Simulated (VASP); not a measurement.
# C in VASP: further runs

The runs below take C through single point, with PBE.

Program: VASP 6.6.1. These are calculated values, not measurements. Logs are shortened: lines on timing, memory, paths and dates and some standing lists are left out, and cuts for length are marked.

## (1) The cell of the first run

The structure is cubic, space group Fd-3m (No. 227). The conventional cell has a = 3.852 Å, b = 3.852 Å, c = 3.852 Å, α = 90.00°, β = 90.00°, γ = 90.00°. Within 2.2 Å of C (site symmetry -43m) lie 4 C at 1.67 Å.

## (2) Single point, PBE (strain +0.080 along x and y, +0.080 along z)

INCAR reads:

```
PREC = Accurate ; ENCUT = 520
EDIFF = 1E-6 ; ISMEAR = 0
SIGMA = 0.05 ; LREAL = F
LASPH = T ; NELM = 80
ALGO = Normal ; ISIF = 2
LWAVE = F ; LCHARG = F
GGA = PE ; NBANDS = 11
```

KPOINTS reads:

```
Automatic mesh
0
Gamma
  12 12 12
```

POSCAR reads:

```
C
1.0
    0.0000000000      1.9260720000      1.9260720000
    1.9260720000      0.0000000000      1.9260720000
    1.9260720000      1.9260720000      0.0000000000
C
2
Direct
    0.5000000000      0.5000000000      0.5000000000
    0.7500000000      0.7500000000      0.7500000000
```

Potentials or basis: VASP PAW PBE potentials, release 64 (C).

The run is started by

```
$ cat potpaw_PBE.64/C/POTCAR > POTCAR
$ mpirun -np 1 vasp_std > vasp.out
```

OUTCAR:

```text
PREC = Accurate
   ENCUT = 520
   EDIFF = 1E-6
   ISMEAR = 0
   LREAL = F
   LASPH = T
   NELM = 80
   ISIF = 2
   GGA = PE

 ion  position               nearest neighbor table
   1  0.500  0.500  0.500-   2 1.67   2 1.67   2 1.67   2 1.67
   2  0.750  0.750  0.750-   1 1.67   1 1.67   1 1.67   1 1.67

  LATTYP: Found a face centered cubic cell.
 ALAT       =     3.8521440000

  Lattice vectors:

 A1 = (   0.0000000000,   1.9260720000,   1.9260720000)
 A2 = (   1.9260720000,   0.0000000000,   1.9260720000)
 A3 = (   1.9260720000,   1.9260720000,   0.0000000000)

Analysis of symmetry for initial positions (statically):
=====================================================================
 Subroutine PRICEL returns:
 Original cell was already a primitive cell.

 Routine SETGRP: Setting up the symmetry group for a
 face centered cubic supercell.

 Subroutine GETGRP returns: Found 48 space group operations
 (whereof 24 operations were pure point group operations)
 out of a pool of 48 trial point group operations.

The static configuration has the point symmetry T_d .
 The point group associated with its full space group is O_h .

Analysis of symmetry for dynamics (positions and initial velocities):
=====================================================================
 Subroutine PRICEL returns:
 Original cell was already a primitive cell.

 Routine SETGRP: Setting up the symmetry group for a
 face centered cubic supercell.

 Subroutine GETGRP returns: Found 48 space group operations
 (whereof 24 operations were pure point group operations)
 out of a pool of 48 trial point group operations.

The dynamic configuration has the point symmetry T_d .
 The point group associated with its full space group is O_h .

 Subroutine INISYM returns: Found 48 space group operations
 (whereof 24 operations are pure point group operations),
 and found     1 'primitive' translations

----------------------------------------------------------------------------------------

                                     Primitive cell

  volume of cell :      14.2905

  direct lattice vectors                    reciprocal lattice vectors
     0.000000000  1.926072000  1.926072000    -0.259595695  0.259595695  0.259595695
     1.926072000  0.000000000  1.926072000     0.259595695 -0.259595695  0.259595695
     1.926072000  1.926072000  0.000000000     0.259595695  0.259595695 -0.259595695

  length of vectors
     2.723877145  2.723877145  2.723877145     0.449632934  0.449632934  0.449632934

  position of ions in fractional coordinates (direct lattice)
     0.500000000  0.500000000  0.500000000
     0.750000000  0.750000000  0.750000000

  ion indices of the primitive-cell ions
   primitive index   ion index
                 1           1
                 2           2

----------------------------------------------------------------------------------------

 KPOINTS: Automatic mesh

Automatic generation of k-mesh.
 Grid dimensions read from file:
 generate k-points for:   12   12   12

 Generating k-lattice:

  Cartesian coordinates                     Fractional coordinates (reciprocal lattice)
    -0.021632975  0.021632975  0.021632975     0.083333333  0.000000000  0.000000000
     0.021632975 -0.021632975  0.021632975     0.000000000  0.083333333  0.000000000
     0.021632975  0.021632975 -0.021632975     0.000000000  0.000000000  0.083333333

  Length of vectors
     0.037469411  0.037469411  0.037469411

  Shift w.r.t. Gamma in fractional coordinates (k-lattice)
     0.000000000  0.000000000  0.000000000

 Subroutine IBZKPT returns following result:
 ===========================================

 Found     72 irreducible k-points:

 Following reciprocal coordinates:
            Coordinates               Weight
  0.000000  0.000000  0.000000      1.000000
  0.083333  0.000000  0.000000      8.000000
  0.166667  0.000000  0.000000      8.000000
  0.250000  0.000000  0.000000      8.000000
  0.333333  0.000000  0.000000      8.000000
  0.416667  0.000000  0.000000      8.000000
[... 16 lines left out ...]
  0.500000  0.166667  0.000000     24.000000
 -0.416667  0.166667  0.000000     24.000000
 [... further k-points ...]
   k-points           NKPTS =     72   k-points in BZ     NKDIM =     72   number of bands    NBANDS=     11
   number of dos      NEDOS =    301   number of ions     NIONS =      2
   total plane-waves  NPLWV =   8000
   dimension x,y,z NGX =    20 NGY =   20 NGZ =   20
   dimension x,y,z NGXF=    40 NGYF=   40 NGZF=   40
   ions per type =               2
   NGX,Y,Z   is equivalent  to a cutoff of  12.21, 12.21, 12.21 a.u.
   NGXF,Y,Z  is equivalent  to a cutoff of  24.41, 24.41, 24.41 a.u.
 SYSTEM =  unknown system
   PREC   = accura    normal or accurate (medium, high low for compatibility)
   ISTART =      0    job   : 0-new  1-cont  2-samecut
   ICHARG =      2    charge: 1-file 2-atom 10-const
   ISPIN  =      1    spin polarized calculation?
   LNONCOLLINEAR =      F non collinear calculations
   LSORBIT =      F    spin-orbit coupling
   LASPH  =      T    aspherical Exc in radial PAW
   ENCUT  =  520.0 eV  38.22 Ry    6.18 a.u.   5.06  5.06  5.06*2*pi/ulx,y,z
   NELM   =     80;   NELMIN=  2; NELMDL= -5     # of ELM steps
   EDIFF  = 0.1E-05   stopping-criterion for ELM
   LREAL  =      F    real-space projection
   EDIFFG = 0.1E-04   stopping-criterion for IOM
   NSW    =      0    number of steps for IOM
   IBRION =     -1    ionic relax: 0-MD 1-quasi-New 2-CG
   NFREE  =      0    steps in history (QN), initial steepest desc. (CG)
   ISIF   =      2    stress and relaxation
   ISYM   =      2    0-nonsym 1-usesym 2-fastsym
   POTIM  = 0.5000    time-step for ionic-motion
   TEBEG  =    0.0;   TEEND  =   0.0 temperature during run
   PSTRESS=    0.0 pullay stress
   NELECT =       8.0000    total number of electrons
   NUPDOWN=      -1.0000    fix difference up-down
   EMIN   =  10.00;   EMAX   =-10.00  energy-range for DOS
   EFERMI =   0.00;   METHOD = LEGACY
   ISMEAR =     0;   SIGMA  =   0.05  broadening in eV -4-tet -1-fermi 0-gaus
   EFERMI_NEDOS =   21; number of points for ismear=-14 and -15
   IALGO  =     38    algorithm
   IMIX   =      4    mixing-type and parameters
     AMIX     =   0.40;   BMIX     =  1.00
     AMIX_MAG =   1.60;   BMIX_MAG =  1.00
  volume/ion in A,a.u.               =       7.15        48.22
  Fermi-wavevector in a.u.,A,eV,Ry     =   1.349239  2.549693 24.768680  1.820447
  Thomas-Fermi vector in A             =   2.476842
   LORBIT       =      0    0 simple, 1 ext, 2 COOP (PROOUT), +10 PAW based schemes
   GGA     = PE    functional components
   LHFCALC =     F    Hartree Fock is set to
   AEXX    =    0.0000 exact exchange contribution
   IVDW    =     0    specifies the selected vdW correction
   LEPSILON=     F    determine dielectric tensor
   LRPA    =     F    only Hartree local field effects (RPA)
 non-spin polarized calculation
 Gauss-broadening in eV      SIGMA  =   0.05
  energy-cutoff  :      520.00
  volume of cell :       14.29
 maximum number of plane-waves:       397
   NGX = 11   NGY = 11   NGZ = 11

 number of electron       7.9999999 magnetization

 Free energy of the ion-electron system (eV)
  ---------------------------------------------------
  ext. energy  EPLUGINS =         0.00000000
  ---------------------------------------------------
  free energy    TOTEN  =       -17.50139927 eV

  energy without entropy =      -17.50139927  energy(sigma->0) =      -17.50139927

 E-fermi :   6.9678     XC(G=0): -12.1205

 val. band max:        6.6662813255   @ k =   0.0000   0.0000   0.0000
 cond. band min:      10.3174722768   @ k =   0.3333   0.3333   0.0000
 fundamental gap:      3.6511909514
 Fermi energy:         6.9678394451

 k-point     1 :       0.0000    0.0000    0.0000
  band No.  band energies     occupation
      1     -11.9536      2.00000
      2       6.6663      2.00000
      3       6.6663      2.00000
      4       6.6663      2.00000
      5      11.6260      0.00000
      6      11.6260      0.00000
      7      11.6260      0.00000
      8      15.1244      0.00000
      9      23.2762      0.00000
     10      30.8274      0.00000
     11      30.8274      0.00000

 k-point     2 :       0.0833    0.0000    0.0000
  band No.  band energies     occupation
      1     -11.7905      2.00000
      2       5.6250      2.00000
      3       6.4182      2.00000
      4       6.4182      2.00000
      5      11.9514      0.00000
      6      11.9514      0.00000
      7      12.0821      0.00000
      8      15.4496      0.00000
      9      23.5685      0.00000
     10      29.0835      0.00000
     11      29.0835      0.00000

 k-point     3 :       0.1667    0.0000    0.0000
  band No.  band energies     occupation
      1     -11.3045      2.00000
      2       3.4629      2.00000
      3       5.8655      2.00000
      4       5.8655      2.00000
      5      12.5568      0.00000
      6      12.6803      0.00000
      7      12.6803      0.00000
      8      16.4331      0.00000
      9      24.2038      0.00000
     10      27.7303      0.00000
     11      27.7303      0.00000

 k-point     4 :       0.2500    0.0000    0.0000
  band No.  band energies     occupation
      1     -10.5073      2.00000
      2       1.0463      2.00000
      3       5.2820      2.00000
      4       5.2820      2.00000
      5      12.6816      0.00000
      6      13.4042      0.00000
      7      13.4042      0.00000
      8      17.7460      0.00000
      9      24.6523      0.00000
     10      27.2988      0.00000
     11      27.2988      0.00000

 k-point     5 :       0.3333    0.0000    0.0000
  band No.  band energies     occupation
      1      -9.4295      2.00000
      2      -1.2989      2.00000
      3       4.8117      2.00000
      4       4.8117      2.00000
      5      12.6685      0.00000
      6      13.8786      0.00000
      7      13.8786      0.00000
      8      18.9730      0.00000
      9      24.8238      0.00000
     10      27.8160      0.00000
     11      27.8160      0.00000
[... 211 lines left out ...]
 k-point    21 :       0.3333    0.1667    0.0000
  band No.  band energies     occupation
      1      -9.6124      2.00000
      2       0.4250      2.00000
      3       3.6385      2.00000
      4       3.7246      2.00000
      5      11.8626      0.00000
      6      14.8862      0.00000
      7      15.7948      0.00000
      8      16.7126      0.00000
      9      24.3958      0.00000
     10      25.4648      0.00000
     11      31.0737      0.00000

 k-point    22 :       0.4167    0.1667    0.0000
  band No.  band energies     occupation
      1      -8.4686      2.00000
      2      -1.6992      2.00000
      3       3.0388      2.00000
      4       3.4508      2.00000
      5      12.3986      0.00000
      6      15.0621      0.00000
      7      15.9835      0.00000
      8      17.5673      0.00000
      9      24.9966      0.00000
     10      25.6226      0.00000
     11      31.0960      0.00000

 k-point    23 :       0.5000    0.1667    0.0000
  band No.  band energies     occupation
      1      -7.2571      2.00000
      2      -3.4656      2.00000
      3       2.4643      2.00000
      4       3.5099      2.00000
      5      12.7178      0.00000
      6      15.1990      0.00000
      7      15.8288      0.00000
      8      18.7409      0.00000
      9      24.2732      0.00000
     10      26.7073      0.00000
     11      30.3040      0.00000

 k-point    24 :      -0.4167    0.1667    0.0000
  band No.  band energies     occupation
      1      -6.9745      2.00000
      2      -3.8194      2.00000
      3       2.0860      2.00000
      4       3.8047      2.00000
      5      12.9987      0.00000
      6      15.2847      0.00000
      7      15.4440      0.00000
      8      19.4223      0.00000
      9      23.7748      0.00000
     10      27.4034      0.00000
     11      28.4773      0.00000

 [... further k-points ...]
[... 5 lines left out ...]
  --------------------------------------------------------------------------------------
  -------------------------------------------------------------------------------------
  Total       -5.6800184     -5.6800184     -5.6800184     -0.0000000      0.0000000      0.0000000
  in kB     -636.8142582   -636.8142582   -636.8142582     -0.0000000      0.0000000      0.0000000
  external PRESSURE =    -636.8142582 kB  Pullay stress =       0.0000000 kB

 VOLUME and BASIS-vectors are now :
 -----------------------------------------------------------------------------
  energy-cutoff  :      520.00
  volume of cell :       14.29
      direct lattice vectors                 reciprocal lattice vectors
     0.000000000  1.926072000  1.926072000    -0.259595695  0.259595695  0.259595695
     1.926072000  0.000000000  1.926072000     0.259595695 -0.259595695  0.259595695
     1.926072000  1.926072000  0.000000000     0.259595695  0.259595695 -0.259595695

 POSITION                                       TOTAL-FORCE (eV/Angst)
 -----------------------------------------------------------------------------------
      1.92607      1.92607      1.92607         0.000000      0.000000     -0.000000
      2.88911      2.88911      2.88911        -0.000000     -0.000000      0.000000
 -----------------------------------------------------------------------------------
    total drift:                                0.000000     -0.000000      0.000000

  FREE ENERGIE OF THE ION-ELECTRON SYSTEM (eV)
  ---------------------------------------------------
  free  energy   TOTEN  =       -17.5013992743 eV

  energy  without entropy=      -17.5013992743  energy(sigma->0) =      -17.50139927
```

Run time: 5.6 s. Hardware: 1 thread of Intel Xeon 6975P-C, shared host; peak memory 0.12 GiB.

Results:

```yaml
Free_energy: -17.5014 eV
Pressure: -63.7 GPa
Band_gap_on_the_k_mesh: 3.65 eV, indirect (least direct gap 4.96 eV)
```

Caveat: the cell differs from its parent crystal (strain +0.080 along x and y, +0.080 along z). A k mesh can miss the band edges.

## (3) Single point, PBE (strain -0.080 along x and y, -0.040 along z)

INCAR reads:

```
PREC     = Accurate       # precision mode
ENCUT    = 520            # plane-wave cutoff, eV
EDIFF    = 1E-7           # SCF threshold, eV
ISMEAR   = 0              # smearing method
SIGMA    = 0.05           # smearing width, eV
LREAL    = False          # projectors in reciprocal space
LASPH    = True           # aspherical terms in the spheres
NELM     = 60             # most SCF steps
ALGO     = Normal         # electronic algorithm
ISIF     = 2              # what is computed and relaxed
LWAVE    = False          # write WAVECAR
LCHARG   = True           # write CHGCAR
GGA      = PE             # functional
LELF     = True           # ELF
LVHAR    = True         
NBANDS   = 11             # bands
```

KPOINTS is that of step 2.

POSCAR reads:

```
C
1.0
    0.0000000000      1.6407280000      1.7120640000
    1.6407280000      0.0000000000      1.7120640000
    1.6407280000      1.6407280000      0.0000000000
C
2
Direct
    0.5000000000      0.5000000000      0.5000000000
    0.7500000000      0.7500000000      0.7500000000
```

Potentials or basis: VASP PAW PBE potentials, release 64 (C).

The run is started by

```
$ cat potpaw_PBE.64/C/POTCAR > POTCAR
$ mpirun -np 1 vasp_std > vasp.out
```

It took 10 s on 1 thread of Intel Xeon 6975P-C, shared host; peak memory 0.12 GiB.

The run converged. Its results:

```
Free energy            : -17.3520 eV
Pressure               : 136.0 GPa
Band gap on the k mesh : 4.04 eV, indirect (least direct gap 5.73 eV)
```

Stress tensor (GPa, compression positive):
```
152.97   0.00   0.00
  0.00 152.97   0.00
  0.00   0.00 102.13
```

Levels at points of the mesh, in eV from the valence-band top:
```tsv
k point	band 2	band 3	band 4	band 5	band 6	band 7
(0.00, 0.00, 0.00)	-0.78	0.00	0.00	5.73	5.73	6.31
(0.50, 0.00, 0.00)	-16.16	-4.11	-3.16	8.49	9.33	11.89
(0.50, 0.50, 0.00)	-15.17	-7.41	-7.41	5.69	5.69	19.78
(0.50, 0.00, 0.50)	-14.36	-8.16	-8.16	4.55	4.55	19.90
```

Caveat: the cell differs from its parent crystal (strain -0.080 along x and y, -0.040 along z).

(Continued in part 2 of 2.)
